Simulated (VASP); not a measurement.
Wanted: the native input for a VASP 6.6.1 run.

```yaml
Task: single point
Functional: PBE
Potentials_or_basis: VASP PAW PBE potentials, release 64 (In_d, P)
Cutoff: 520 eV
k_mesh: 8 × 8 × 8
Occupations: fermi-dirac, width 0.02 eV
Spin: no spin polarisation
Dipole_correction: no
Further_INCAR_settings: ALGO = Normal; EDIFF = 1e-06; NBANDS = 16
```

The structure of InP lies in POSCAR:

```
InP
1.0
    0.0000000000      2.8651740175      3.0473552276
    2.8651740175      0.0000000000      3.0473552276
    2.8651740175      2.8651740175      0.0000000000
In P
1 1
Direct
    0.0000000000      0.0000000000      0.0000000000
    0.2500000000      0.2500000000      0.2500000000
```

This cell differs from its parent crystal: epitaxial xy strain -3.0%.

The input as run:

INCAR

```
SYSTEM = InP
PREC = Accurate ; ENCUT = 520
EDIFF = 1E-6 ; ISMEAR = -1
SIGMA = 0.02 ; LREAL = .False.
LASPH = .True. ; NELM = 100
ALGO = Normal ; ISIF = 2
LWAVE = .False. ; LCHARG = .False.
GGA = PE ; NBANDS = 16
```

KPOINTS

```
regular mesh
0
Gamma
  8 8 8
  0 0 0
```

Potentials or basis: VASP PAW PBE potentials, release 64 (In_d, P).

Run with:

```console
$ cat potpaw_PBE.64/In_d/POTCAR potpaw_PBE.64/P/POTCAR > POTCAR
$ mpirun -np 1 vasp_std > vasp.out
```

Results of the run:

The pressure is 3.6 GPa and the band gap on the k mesh is 0.62 eV, direct.

Caveat: the cell differs from its parent crystal (epitaxial xy strain -3.0%); spin-orbit coupling is left out, which moves the levels of the heavy elements.

Run time: 15 s on 1 thread of Intel(R) Xeon(R) 6975P-C (Granite Rapids) (shared host), peak memory 0.2 GiB.
